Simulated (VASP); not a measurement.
# Ge (Imma) in VASP: notebook

The runs below take Ge through single point, with PBEsol.

All numbers are computed with VASP 6.6.1; they aren't measurements. Logs are shortened: lines on timing, memory, paths and dates and some standing lists are left out, and cuts for length are marked.

## Step 1: The cell of the first run

Symmetry: Imma, No. 74, orthorhombic system. The conventional cell has a = 4.842 Å, b = 5.143 Å, c = 2.960 Å, α = 90.00°, β = 90.00°, γ = 90.00°. Ge (site symmetry mm2) has 8 Ge at 2.60 to 3.05 Å within 3.4 Å.

## Step 2: Single point, PBEsol (strain -0.030 along x and y, +0.030 along z)

The input, INCAR:

```
ALGO = Normal
EDIFF = 1E-7
ENCUT = 520
GGA = PS
ISIF = 2
ISMEAR = 0
LASPH = True
LCHARG = False
LREAL = False
LWAVE = False
NBANDS = 21
NELM = 100
PREC = Accurate
SIGMA = 0.15
```

The input, KPOINTS:

```
k-points
0
Gamma
  20 20 20
```

The input, POSCAR:

```
Ge
1.0
   -2.4210210600      2.5713371100      1.4800554100
    2.4210210600     -2.5713371100      1.4800554100
    2.4210210600      2.5713371100     -1.4800554100
Ge
2
Direct
    0.1859430000      0.9359430000      0.2500000000
    0.8140570000      0.0640570000      0.7500000000
```

Potentials or basis: VASP PAW PBE potentials, release 64 (Ge_d).

On the command line:

```bash
$ cat potpaw_PBE.64/Ge_d/POTCAR > POTCAR
$ mpirun -np 1 vasp_std > vasp.out
```

OUTCAR:

```text
EDIFF = 1E-7
   ENCUT = 520
   GGA = PS
   ISIF = 2
   ISMEAR = 0
   LASPH = True
   LREAL = False
   NELM = 100
   PREC = Accurate

 ion  position               nearest neighbor table
   1  0.186  0.936  0.250-   2 2.60   2 2.60   2 2.66   2 2.66
   2  0.814  0.064  0.750-   1 2.60   1 2.60   1 2.66   1 2.66

  LATTYP: Found a body centered orthorhombic cell.
 ALAT       =     2.9601108200
 B/A-ratio  =     1.6357637989
 C/A-ratio  =     1.7373248952

  Lattice vectors:

 A1 = (   2.4210210600,  -2.5713371100,   1.4800554100)
 A2 = (  -2.4210210600,  -2.5713371100,  -1.4800554100)
 A3 = (   2.4210210600,   2.5713371100,  -1.4800554100)

Analysis of symmetry for initial positions (statically):
=====================================================================
 Subroutine PRICEL returns:
 Original cell was already a primitive cell.

 Routine SETGRP: Setting up the symmetry group for a
 body centered orthorhombic supercell.

 Subroutine GETGRP returns: Found  8 space group operations
 (whereof  4 operations were pure point group operations)
 out of a pool of  8 trial point group operations.

The static configuration has the point symmetry C_2h.
 The point group associated with its full space group is D_2h.

Analysis of symmetry for dynamics (positions and initial velocities):
=====================================================================
 Subroutine PRICEL returns:
 Original cell was already a primitive cell.

 Routine SETGRP: Setting up the symmetry group for a
 body centered orthorhombic supercell.

 Subroutine GETGRP returns: Found  8 space group operations
 (whereof  4 operations were pure point group operations)
 out of a pool of  8 trial point group operations.

The dynamic configuration has the point symmetry C_2h.
 The point group associated with its full space group is D_2h.

 Subroutine INISYM returns: Found  8 space group operations
 (whereof  4 operations are pure point group operations),
 and found     1 'primitive' translations

----------------------------------------------------------------------------------------

                                     Primitive cell

  volume of cell :      36.8549

  direct lattice vectors                    reciprocal lattice vectors
    -2.421021060  2.571337110  1.480055410     0.000000000  0.194451361  0.337825190
     2.421021060 -2.571337110  1.480055410     0.206524432  0.000000000  0.337825190
     2.421021060  2.571337110 -1.480055410     0.206524432  0.194451361  0.000000000

  length of vectors
     3.829318676  3.829318676  3.829318676     0.389791214  0.395952270  0.283661194

  position of ions in fractional coordinates (direct lattice)
     0.185943000  0.935943000  0.250000000
     0.814057000  0.064057000  0.750000000

  ion indices of the primitive-cell ions
   primitive index   ion index
                 1           1
                 2           2

----------------------------------------------------------------------------------------

 KPOINTS: k-points

Automatic generation of k-mesh.
 Grid dimensions read from file:
 generate k-points for:   20   20   20

 Generating k-lattice:

  Cartesian coordinates                     Fractional coordinates (reciprocal lattice)
     0.000000000  0.009722568  0.016891259     0.050000000 -0.000000000  0.000000000
     0.010326222  0.000000000  0.016891259    -0.000000000  0.050000000  0.000000000
     0.010326222  0.009722568  0.000000000     0.000000000  0.000000000  0.050000000

  Length of vectors
     0.019489561  0.019797613  0.014183060

  Shift w.r.t. Gamma in fractional coordinates (k-lattice)
     0.000000000  0.000000000  0.000000000

 Subroutine IBZKPT returns following result:
 ===========================================

 Found   1166 irreducible k-points:

 Following reciprocal coordinates:
            Coordinates               Weight
  0.000000  0.000000  0.000000      1.000000
  0.050000  0.000000  0.000000      4.000000
  0.100000  0.000000 -0.000000      4.000000
  0.150000  0.000000  0.000000      4.000000
  0.200000  0.000000 -0.000000      4.000000
  0.250000  0.000000  0.000000      4.000000
[... 16 lines left out ...]
 -0.450000  0.050000  0.000000      8.000000
 -0.400000  0.050000  0.000000      8.000000
 [... further k-points ...]
   k-points           NKPTS =   1166   k-points in BZ     NKDIM =   1166   number of bands    NBANDS=     21
   number of dos      NEDOS =    301   number of ions     NIONS =      2
   total plane-waves  NPLWV =  21952
   dimension x,y,z NGX =    28 NGY =   28 NGZ =   28
   dimension x,y,z NGXF=    56 NGYF=   56 NGZF=   56
   ions per type =               2
   NGX,Y,Z   is equivalent  to a cutoff of  12.16, 12.16, 12.16 a.u.
   NGXF,Y,Z  is equivalent  to a cutoff of  24.31, 24.31, 24.31 a.u.
 SYSTEM =  unknown system
   PREC   = accura    normal or accurate (medium, high low for compatibility)
   ISTART =      0    job   : 0-new  1-cont  2-samecut
   ICHARG =      2    charge: 1-file 2-atom 10-const
   ISPIN  =      1    spin polarized calculation?
   LNONCOLLINEAR =      F non collinear calculations
   LSORBIT =      F    spin-orbit coupling
   LASPH  =      T    aspherical Exc in radial PAW
   ENCUT  =  520.0 eV  38.22 Ry    6.18 a.u.   7.12  7.12  7.12*2*pi/ulx,y,z
   NELM   =    100;   NELMIN=  2; NELMDL= -5     # of ELM steps
   EDIFF  = 0.1E-06   stopping-criterion for ELM
   LREAL  =      F    real-space projection
   EDIFFG = 0.1E-05   stopping-criterion for IOM
   NSW    =      0    number of steps for IOM
   IBRION =     -1    ionic relax: 0-MD 1-quasi-New 2-CG
   NFREE  =      0    steps in history (QN), initial steepest desc. (CG)
   ISIF   =      2    stress and relaxation
   ISYM   =      2    0-nonsym 1-usesym 2-fastsym
   POTIM  = 0.5000    time-step for ionic-motion
   TEBEG  =    0.0;   TEEND  =   0.0 temperature during run
   PSTRESS=    0.0 pullay stress
   NELECT =      28.0000    total number of electrons
   NUPDOWN=      -1.0000    fix difference up-down
   EMIN   =  10.00;   EMAX   =-10.00  energy-range for DOS
   EFERMI =   0.00;   METHOD = LEGACY
   ISMEAR =     0;   SIGMA  =   0.15  broadening in eV -4-tet -1-fermi 0-gaus
   EFERMI_NEDOS =   21; number of points for ismear=-14 and -15
   IALGO  =     38    algorithm
   IMIX   =      4    mixing-type and parameters
     AMIX     =   0.40;   BMIX     =  1.00
     AMIX_MAG =   1.60;   BMIX_MAG =  1.00
  volume/ion in A,a.u.               =      18.43       124.35
  Fermi-wavevector in a.u.,A,eV,Ry     =   1.493811  2.822893 30.361011  2.231471
  Thomas-Fermi vector in A             =   2.606164
   LORBIT       =      0    0 simple, 1 ext, 2 COOP (PROOUT), +10 PAW based schemes
   GGA     = PS    functional components
   LHFCALC =     F    Hartree Fock is set to
   AEXX    =    0.0000 exact exchange contribution
   IVDW    =     0    specifies the selected vdW correction
   LEPSILON=     F    determine dielectric tensor
   LRPA    =     F    only Hartree local field effects (RPA)
 non-spin polarized calculation
 Gauss-broadening in eV      SIGMA  =   0.15
  energy-cutoff  :      520.00
  volume of cell :       36.85
 maximum number of plane-waves:      1007
   NGX = 15   NGY = 15   NGZ = 15

 number of electron      27.9999977 magnetization

 Free energy of the ion-electron system (eV)
  ---------------------------------------------------
  ext. energy  EPLUGINS =         0.00000000
  ---------------------------------------------------
  free energy    TOTEN  =        -9.50780352 eV

  energy without entropy =       -9.49941182  energy(sigma->0) =       -9.50360767

 E-fermi :   6.7279     XC(G=0): -11.4944

 val. band max:        6.7253749362   @ k =  -0.4500  -0.4000   0.3500
 cond. band min:       6.7311353820   @ k =   0.2000   0.1000   0.0500
 fundamental gap:      0.0057604458
 Fermi energy:         6.7279169000

 k-point     1 :       0.0000    0.0000    0.0000
  band No.  band energies     occupation
      1     -17.9896      2.00000
      2     -17.8914      2.00000
      3     -17.8686      2.00000
      4     -17.8638      2.00000
      5     -17.8607      2.00000
      6     -17.8234      2.00000
[... 13 lines left out ...]
     20      18.0156      0.00000
     21      18.6633      0.00000

 k-point     2 :       0.0500    0.0000    0.0000
  band No.  band energies     occupation
      1     -17.9876      2.00000
      2     -17.8899      2.00000
      3     -17.8667      2.00000
      4     -17.8639      2.00000
      5     -17.8585      2.00000
      6     -17.8235      2.00000
[... 13 lines left out ...]
     20      18.0088      0.00000
     21      18.6188      0.00000

 k-point     3 :       0.1000    0.0000   -0.0000
  band No.  band energies     occupation
      1     -17.9817      2.00000
      2     -17.8858      2.00000
      3     -17.8640      2.00000
      4     -17.8615      2.00000
      5     -17.8520      2.00000
      6     -17.8236      2.00000
[... 13 lines left out ...]
     20      16.9375      0.00000
     21      19.4289      0.00000

 k-point     4 :       0.1500    0.0000    0.0000
  band No.  band energies     occupation
      1     -17.9723      2.00000
      2     -17.8793      2.00000
      3     -17.8637      2.00000
      4     -17.8544      2.00000
      5     -17.8418      2.00000
      6     -17.8224      2.00000
[... 13 lines left out ...]
     20      16.0119      0.00000
     21      19.4728      0.00000

 k-point     5 :       0.2000    0.0000   -0.0000
  band No.  band energies     occupation
      1     -17.9598      2.00000
      2     -17.8722      2.00000
      3     -17.8617      2.00000
      4     -17.8478      2.00000
      5     -17.8291      2.00000
      6     -17.8179      2.00000
[... 13 lines left out ...]
     20      15.2956      0.00000
     21      19.7628      0.00000
[... 382 lines left out ...]
     20      18.4219      0.00000
     21      18.9062      0.00000

 k-point    22 :       0.5000    0.0500    0.0000
  band No.  band energies     occupation
      1     -17.8776      2.00000
      2     -17.8504      2.00000
      3     -17.8443      2.00000
      4     -17.8353      2.00000
      5     -17.8207      2.00000
      6     -17.7957      2.00000
[... 13 lines left out ...]
     20      18.3498      0.00000
     21      18.9297      0.00000

 k-point    23 :      -0.4500    0.0500    0.0000
  band No.  band energies     occupation
      1     -17.8870      2.00000
      2     -17.8553      2.00000
      3     -17.8377      2.00000
      4     -17.8290      2.00000
      5     -17.8230      2.00000
      6     -17.7979      2.00000
[... 13 lines left out ...]
     20      17.4397      0.00000
     21      19.7913      0.00000

 k-point    24 :      -0.4000    0.0500    0.0000
  band No.  band energies     occupation
      1     -17.9014      2.00000
      2     -17.8605      2.00000
      3     -17.8343      2.00000
      4     -17.8280      2.00000
      5     -17.8217      2.00000
      6     -17.7955      2.00000
[... 13 lines left out ...]
     20      16.1691      0.00000
     21      21.0665      0.00000

 [... further k-points ...]

------------------------ aborting loop because EDIFF is reached ----------------------------------------

  FORCE on cell =-STRESS in cart. coord.  units (eV):
  Direction    XX          YY          ZZ          XY          YZ          ZX
  --------------------------------------------------------------------------------------
  -------------------------------------------------------------------------------------
  Total        0.0717387      0.5400345     -0.5571498      0.0000000      0.0000000      0.0000000
  in kB        3.1186625     23.4766719    -24.2207178      0.0000000      0.0000000      0.0000000
  external PRESSURE =       0.7915389 kB  Pullay stress =       0.0000000 kB

 VOLUME and BASIS-vectors are now :
 -----------------------------------------------------------------------------
  energy-cutoff  :      520.00
  volume of cell :       36.85
      direct lattice vectors                 reciprocal lattice vectors
    -2.421021060  2.571337110  1.480055410     0.000000000  0.194451361  0.337825190
     2.421021060 -2.571337110  1.480055410     0.206524432  0.000000000  0.337825190
     2.421021060  2.571337110 -1.480055410     0.206524432  0.194451361  0.000000000

 POSITION                                       TOTAL-FORCE (eV/Angst)
 -----------------------------------------------------------------------------------
      2.42102     -1.28567      1.29044        -0.000000     -0.000000     -0.062178
      0.00000      3.85701      0.18962         0.000000      0.000000      0.062178
 -----------------------------------------------------------------------------------
    total drift:                                0.000000      0.000000     -0.000000

  FREE ENERGIE OF THE ION-ELECTRON SYSTEM (eV)
  ---------------------------------------------------
  free  energy   TOTEN  =        -9.5078035244 eV

  energy  without entropy=       -9.4994118212  energy(sigma->0) =       -9.50360767
```

It took 6.8 min on 1 thread of Intel Xeon Platinum 8488C (Sapphire Rapids), shared host; peak memory 0.72 GiB.

Results:

```yaml
Free_energy: -9.5078 eV
Pressure: 0.1 GPa
Largest_force: 0.062 eV/Å
Band_gap_on_the_k_mesh: zero (bands 14 and 15 overlap by 6.35 eV)
```

Forces in eV/Å, atoms in the order of the input:
```
Ge   0.000  0.000 -0.062
Ge   0.000  0.000  0.062
```

Stress tensor (GPa, compression positive):
```
 0.31  0.00  0.00
 0.00  2.35  0.00
 0.00  0.00 -2.42
```

Caveat: the cell differs from its parent crystal (strain -0.030 along x and y, +0.030 along z); the PAW data sets were made with another functional, which shifts forces and pressure a little.

## Step 3: Single point, PBEsol (strain +0.000 along x and y, -0.030 along z)

The input, INCAR:

```
ALGO = Normal
EDIFF = 1E-6
ENCUT = 520
GGA = PS
ISIF = 2
ISMEAR = 0
LASPH = T
LCHARG = T
LELF = T
LREAL = F
LVHAR = T
LWAVE = F
NBANDS = 21
NELM = 80
PREC = Accurate
SIGMA = 0.15
```

KPOINTS is that of step 2.

The input, POSCAR:

```
Ge
1.0
   -2.4958980000      2.6508630000      1.3938385900
    2.4958980000     -2.6508630000      1.3938385900
    2.4958980000      2.6508630000     -1.3938385900
Ge
2
Direct
    0.1859430000      0.9359430000      0.2500000000
    0.8140570000      0.0640570000      0.7500000000
```

Potentials or basis: VASP PAW PBE potentials, release 64 (Ge_d).

On the command line:

```bash
$ cat potpaw_PBE.64/Ge_d/POTCAR > POTCAR
$ mpirun -np 1 vasp_std > vasp.out
```

It took 9.3 min on 1 thread of Intel Xeon Platinum 8488C (Sapphire Rapids), shared host; peak memory 0.74 GiB.

Results (log left out):

```
Free energy            : -9.5216 eV
Pressure               : -0.4 GPa
Largest force          : 0.046 eV/Å
Band gap on the k mesh : zero (bands 14 and 15 overlap by 5.71 eV)
```

Forces in eV/Å, atoms in the order of the input:
```
Ge   0.000  0.000 -0.046
Ge   0.000  0.000  0.046
```

Stress tensor (GPa, compression positive):
```
 0.43  0.00  0.00
 0.00 -2.48  0.00
 0.00  0.00  0.88
```

Levels at points of the mesh, in eV from the Fermi level:
| k point | band 12 | band 13 | band 14 | band 15 | band 16 | band 17 |
| --- | --- | --- | --- | --- | --- | --- |
| (0.00, 0.00, 0.00) | -4.06 | -2.60 | -2.07 | 3.25 | 6.77 | 7.96 |
| (0.50, 0.00, 0.00) | -6.91 | -2.02 | -1.71 | -0.69 | 1.52 | 3.31 |
| (0.00, 0.50, 0.00) | -5.96 | -3.35 | -2.44 | -1.65 | 3.12 | 4.03 |
| (0.50, 0.50, 0.00) | -10.61 | 0.47 | 0.47 | 2.09 | 2.09 | 7.53 |
| (0.50, 0.50, 0.50) | -8.43 | -6.05 | -5.83 | 5.20 | 7.65 | 10.57 |

Caveat: the cell differs from its parent crystal (strain +0.000 along x and y, -0.030 along z); the PAW data sets were made with another functional, which shifts forces and pressure a little.
